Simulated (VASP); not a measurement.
A run of VASP 6.6.1:

Contents of INCAR:

```
SYSTEM = GaP
PREC = Accurate
ENCUT = 520
EDIFF = 1E-7
ISMEAR = 0
SIGMA = 0.05
LREAL = .FALSE.
LASPH = .TRUE.
NELM = 100
ALGO = Normal
ISIF = 2
LWAVE = .FALSE.
LCHARG = .FALSE.
GGA = PE
NBANDS = 16
```

The input KPOINTS:

```
regular mesh
0
G
  10 10 10
  0 0 0
```

File POSCAR:

```
GaP
1.0
    0.0000000000      2.7768067124      2.7768067124
    2.7768067124      0.0000000000      2.7768067124
    2.7768067124      2.7768067124      0.0000000000
Ga P
1 1
Direct
    0.0000000000      0.0000000000      0.0000000000
    0.7500000000      0.7500000000      0.7500000000
```

Potentials or basis: VASP PAW PBE potentials, release 64 (Ga_d, P).

Command:

```bash
$ cat potpaw_PBE.64/Ga_d/POTCAR potpaw_PBE.64/P/POTCAR > POTCAR
$ mpirun -np 1 vasp_std > vasp.out
```

Hardware: 1 thread of AMD EPYC 9R45 (Zen 5) (shared host).

**Question.** How long does it take, and how much memory?

**Answer.** Wall time 37 s on 1 thread of AMD EPYC 9R45 (Zen 5), on a shared host, peak memory 0.15 GiB. Counts: scf iterations 14, k points 47.
